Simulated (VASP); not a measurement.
# AlAs: single point with PBEsol

The system is AlAs.

```
CELL_PARAMETERS angstrom
0.00000 2.85843 2.85843
2.85843 0.00000 2.85843
2.85843 2.85843 0.00000
ATOMIC_POSITIONS crystal
Al 0.00000 0.00000 0.00000
As 0.25000 0.25000 0.25000
```

```yaml
Program: VASP 6.6.1
Task: single point
Functional: PBEsol
Potentials_or_basis: VASP PAW PBE potentials, release 64 (Al, As)
Cutoff: 500 eV
k_mesh: 6 × 6 × 6
Occupations: gaussian, width 0.01 eV
Spin: no spin polarisation
```

```yaml
Pressure: -1.3 GPa
Band_gap_on_the_k_mesh: 1.36 eV, indirect (least direct gap 1.75 eV)
```

Levels at points of the mesh, in eV from the valence-band top:
```tsv
k point	band 2	band 3	band 4	band 5	band 6	band 7
(0.00, 0.00, 0.00)	0.00	0.00	0.00	1.75	4.21	4.21
(0.50, 0.00, 0.00)	-5.48	-0.81	-0.81	1.97	4.61	4.61
(0.50, 0.50, 0.00)	-5.34	-2.12	-2.12	1.36	2.21	10.05
```

It used 12 s of CPU time on 1 thread of AMD EPYC 7R13 Processor (Zen 3), with other jobs on the host.

Caveat: the PAW data sets were made with another functional, which shifts forces and pressure a little. A k mesh can miss the band edges.
